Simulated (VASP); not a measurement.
Set up this calculation in VASP 6.6.1, as the native input.

- Task: single point
- Functional: PBEsol
- Potentials or basis: VASP PAW PBE potentials, release 64 (Pd, Tl_d)
- Cutoff: 520 eV
- k mesh: 8 × 8 × 8
- Occupations: fermi-dirac, width 0.1 eV
- Spin: no spin polarisation
- Dipole correction: no
- k mesh for the DOS: 12 × 12 × 12
- Occupations for the DOS: tetrahedron
- Further INCAR settings: ALGO = Normal; EDIFF = 1e-06; NBANDS = 47

The system is Tl2Pd5.

```
Pd Tl
1.0
     2.46447    4.26859    0.00000
    -2.46447    4.26859    0.00000
     0.00000   -2.84572    7.10670
Pd Tl
5 2
Direct
  0.21000 0.21000 0.63000
  0.79000 0.79000 0.37000
  0.50000 0.50000 0.50000
  0.35800 0.35800 0.07400
  0.64200 0.64200 0.92600
  0.07370 0.07370 0.22110
  0.92630 0.92630 0.77890
```

One way to write it, as run:

POSCAR

```
Tl2Pd5
1.0
    2.4644739600      4.2685878700      0.0000000000
   -2.4644739600      4.2685878700      0.0000000000
    0.0000000000     -2.8457249100      7.1067042400
Pd Tl
5 2
Direct
    0.2100000000      0.2100000000      0.6300000000
    0.7900000000      0.7900000000      0.3700000000
    0.5000000000      0.5000000000      0.5000000000
    0.3580000000      0.3580000000      0.0740000000
    0.6420000000      0.6420000000      0.9260000000
    0.0737000000      0.0737000000      0.2211000000
    0.9263000000      0.9263000000      0.7789000000
```

INCAR.step1

```
ALGO     = Normal         # electronic algorithm
EDIFF    = 1E-6           # SCF threshold, eV
ENCUT    = 520            # plane-wave cutoff, eV
GGA      = PS             # functional
ISIF     = 2              # what is computed and relaxed
ISMEAR   = -1             # smearing method
LASPH    = True           # aspherical terms in the spheres
LCHARG   = True           # write CHGCAR
LMAXMIX  = 4              # l up to which the mixer works
LREAL    = False          # projectors in reciprocal space
LWAVE    = False          # write WAVECAR
NBANDS   = 47             # bands
NELM     = 100            # most SCF steps
PREC     = Accurate       # precision mode
SIGMA    = 0.1            # smearing width, eV
```

KPOINTS.step1

```
k-points
0
Gamma
  8 8 8
```

INCAR.step2

```
ALGO     = Normal         # electronic algorithm
EDIFF    = 1E-6           # SCF threshold, eV
ENCUT    = 520            # plane-wave cutoff, eV
GGA      = PS             # functional
ICHARG   = 11             # starting density
ISIF     = 2              # what is computed and relaxed
ISMEAR   = -5             # smearing method
LASPH    = True           # aspherical terms in the spheres
LCHARG   = False          # write CHGCAR
LMAXMIX  = 4              # l up to which the mixer works
LORBIT   = 10             # projections on sites
LREAL    = False          # projectors in reciprocal space
LWAVE    = False          # write WAVECAR
NBANDS   = 47             # bands
NEDOS    = 2001           # points of the DOS
NELM     = 100            # most SCF steps
PREC     = Accurate       # precision mode
SIGMA    = 0.1            # smearing width, eV
```

KPOINTS.step2

```
k-points
0
Gamma
  12 12 12
```

Potentials or basis: VASP PAW PBE potentials, release 64 (Pd, Tl_d).

Run with:

```sh
$ cat potpaw_PBE.64/Pd/POTCAR potpaw_PBE.64/Tl_d/POTCAR > POTCAR
$ cp INCAR.step1 INCAR
$ cp KPOINTS.step1 KPOINTS
$ mpirun -np 1 vasp_std > vasp.out
$ cp INCAR.step2 INCAR
$ cp KPOINTS.step2 KPOINTS
$ mpirun -np 1 vasp_std > vasp.out
```

Results of the run:

```yaml
Valence_electrons_inside_the_program's_atomic_spheres: Pd 9.10, 9.08 (each value once); Tl 11.12
```

It took 12 min on 1 thread of Intel(R) Xeon(R) 6975P-C (Granite Rapids), with other jobs on the host, peak memory 1 GiB.
